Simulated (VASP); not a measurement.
BaTe: single point with PBE

The system is BaTe.

```xyz
2
Lattice="0.0000 3.5324 3.5829 3.5324 0.0000 3.5829 3.5324 3.5324 0.0000" Properties=species:S:1:pos:R:3 pbc="T T T"
Ba    0.0000    0.0000    0.0000
Te    3.5324    3.5324    3.5829
```

This cell differs from its parent crystal: uniaxial z strain +1.4%.

* Program: VASP 6.6.1
* Task: single point
* Functional: PBE
* Potentials or basis: VASP PAW PBE potentials, release 64 (Ba_sv, Te)
* Cutoff: 520 eV
* k mesh: 6 × 6 × 6
* Occupations: fermi-dirac, width 0.02 eV
* Spin: no spin polarisation
* Dipole correction: no
* Further INCAR settings: ALGO = Normal; EDIFF = 1e-06; NBANDS = 15

The pressure is -0.1 GPa and the band gap on the k mesh is 1.60 eV (least direct gap 1.97 eV).

Stress tensor (GPa, compression positive):
```
 0.17  0.00  0.00
 0.00  0.17  0.00
 0.00  0.00 -0.61
```

Levels at points of the mesh, in eV from the valence-band top:
```csv
k point,band 6,band 7,band 8,band 9,band 10,band 11
"(0.00, 0.00, 0.00)",-0.03,0.00,0.00,2.73,2.88,2.97
"(0.50, 0.00, 0.00)",-2.14,-1.06,-1.06,4.12,4.64,4.77
"(0.50, 0.50, 0.00)",-1.16,-0.37,-0.37,1.60,4.33,4.46
"(0.50, 0.00, 0.50)",-1.11,-0.41,-0.39,1.60,4.33,4.48
```

Wall time 21 s on 1 thread of Intel(R) Xeon(R) 6975P-C (Granite Rapids) (shared host), peak memory 0.25 GiB.

Caveat: the cell differs from its parent crystal (uniaxial z strain +1.4%); spin-orbit coupling is left out, which moves the levels of the heavy elements. A k mesh can miss the band edges.
